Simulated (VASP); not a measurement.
Set up this calculation in VASP 6.6.1, as the native input.

```
Task                   : relaxation of cell and atoms
Functional             : PBEsol
Potentials or basis    : VASP PAW PBE potentials, release 64 (Mn_pv, S)
Cutoff                 : 600 eV
k mesh                 : 9 × 9 × 9
Occupations            : fermi-dirac, width 0.05 eV
Spin                   : collinear spin, ferromagnetic start
Starting moments       : [4.0, 0.0] μB
Dipole correction      : no
Further INCAR settings : ALGO = Normal; EDIFF = 1e-07; IBRION = 2; EDIFFG = -0.01; NSW = 60; ISIF = 3
```

The structure of MnS lies in POSCAR:

```
MnS
1.0
    0.0000000000      2.6045000000      2.6045000000
    2.6045000000      0.0000000000      2.6045000000
    2.6045000000      2.6045000000      0.0000000000
Mn S
1 1
Direct
    0.0000000000      0.0000000000      0.0000000000
    0.5000000000      0.5000000000      0.5000000000
```

The input as run:

INCAR

```
  ALGO = Normal
  EDIFF = 1E-7
  EDIFFG = -0.01
  ENCUT = 600
  GGA = PS
  IBRION = 2
  ISIF = 3
  ISMEAR = -1
  ISPIN = 2
  LASPH = True
  LCHARG = False
  LMAXMIX = 4
  LORBIT = 11
  LREAL = False
  LWAVE = False
  MAGMOM = 4 0
  NELM = 150
  NSW = 60
  PREC = Accurate
  SIGMA = 0.05
```

KPOINTS

```
k-points
0
Gamma
  9 9 9
```

Potentials or basis: VASP PAW PBE potentials, release 64 (Mn_pv, S).

The run is started by

```sh
$ cat potpaw_PBE.64/Mn_pv/POTCAR potpaw_PBE.64/S/POTCAR > POTCAR
$ mpirun -np 1 vasp_std > vasp.out
```

It gave:

```json
{
 "Relaxed volume": "14.90 Å³/atom",
 "Relaxed cell": "a = 3.480 Å, b = 3.480 Å, c = 3.480 Å, α = 60.00°, β = 60.00°, γ = 60.00°",
 "Space group after relaxing (to 0.1 Å)": "Fm-3m (No. 225)",
 "Energy gained by relaxing": "66.4 meV/atom",
 "Ionic steps": "14",
 "Pressure after relaxing": "-0.1 GPa",
 "Net moment": "3.99 μB per cell",
 "Site moments": "Mn +3.71; S +0.05 μB",
 "Valence electrons inside the program's atomic spheres": "Mn 11.52; S 3.72"
}
```

Caveat: the volume moved by over 15 % at a fixed basis, so the end points are rough; the PAW data sets were made with another functional, which shifts forces and pressure a little; a cell with one magnetic atom can't hold antiferromagnetic order, which such compounds often take.

It took 2.4 min on 1 thread of Intel(R) Xeon(R) 6975P-C (Granite Rapids) (shared host), peak memory 0.21 GiB.
